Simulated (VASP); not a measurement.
MgB2, 3 atoms in the cell. Symmetry: Fm-3m, No. 225, cubic system. The conventional cell has a = 5.297 Å, b = 5.297 Å, c = 5.297 Å, α = 90.00°, β = 90.00°, γ = 90.00°. Mg (site symmetry m-3m) has 8 B at 2.29 Å within 3.0 Å. B (site symmetry -43m) has 4 Mg at 2.29 Å and 6 B at 2.65 Å within 3.0 Å. 

```yaml
Program: VASP 6.6.1
Task: relaxation of cell and atoms
Functional: PBE
Potentials_or_basis: VASP PAW PBE potentials, release 64 (Mg, B)
Cutoff: 600 eV
k_mesh: 16 × 16 × 16
Occupations: gaussian, width 0.1 eV
Spin: no spin polarisation
Dipole_correction: no
Further_INCAR_settings: ALGO = Normal; EDIFF = 1e-06; IBRION = 2; EDIFFG = -0.01; NSW = 100; ISIF = 3
```

Potentials or basis: VASP PAW PBE potentials, release 64 (Mg, B).

Launch:

```bash
$ cat potpaw_PBE.64/Mg/POTCAR potpaw_PBE.64/B/POTCAR > POTCAR
$ mpirun -np 1 vasp_std > vasp.out
```

Hardware: 1 thread of Intel(R) Xeon(R) 6975P-C (Granite Rapids) (shared host).

Problem. Estimate the wall time of this run.

Solution. Wall time 42 s on 1 thread of Intel(R) Xeon(R) 6975P-C (Granite Rapids), with other jobs on the host, peak memory 0.21 GiB. Counts: scf iterations 11, k points 145, ion steps 1.
